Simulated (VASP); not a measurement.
Li, 2 atoms in the cell. Symmetry: P6_3/mmc, No. 194, hexagonal system. The conventional cell has a = 3.055 Å, b = 3.055 Å, c = 5.003 Å, α = 90.00°, β = 90.00°, γ = 120.00°. Li (site symmetry -6m2) has 12 Li at 3.05 to 3.06 Å within 4.0 Å. This isn't the form of Li at room conditions, which is bcc.

* Program: VASP 6.6.1
* Task: single point
* Functional: PBE
* Potentials or basis: VASP PAW PBE potentials, release 64 (Li_sv)
* Cutoff: 520 eV
* k mesh: 15 × 15 × 8
* Occupations: fermi-dirac, width 0.05 eV
* Spin: no spin polarisation
* Dipole correction: no
* Further INCAR settings: ALGO = Normal; EDIFF = 1e-06; NBANDS = 10

Potentials or basis: VASP PAW PBE potentials, release 64 (Li_sv).

The run is started by

```sh
$ cat potpaw_PBE.64/Li_sv/POTCAR > POTCAR
$ mpirun -np 1 vasp_std > vasp.out
```

Hardware: 1 thread of Intel(R) Xeon(R) Platinum 8259CL CPU @ 2.50GHz (Skylake/Cascade Lake) (shared host).

Question: Estimate the wall time of this run.

Answer: It took 23 s on 1 thread of Intel(R) Xeon(R) Platinum 8259CL CPU @ 2.50GHz (Skylake/Cascade Lake), with other jobs on the host, peak memory 0.17 GiB. Counts: scf iterations 11, k points 135.
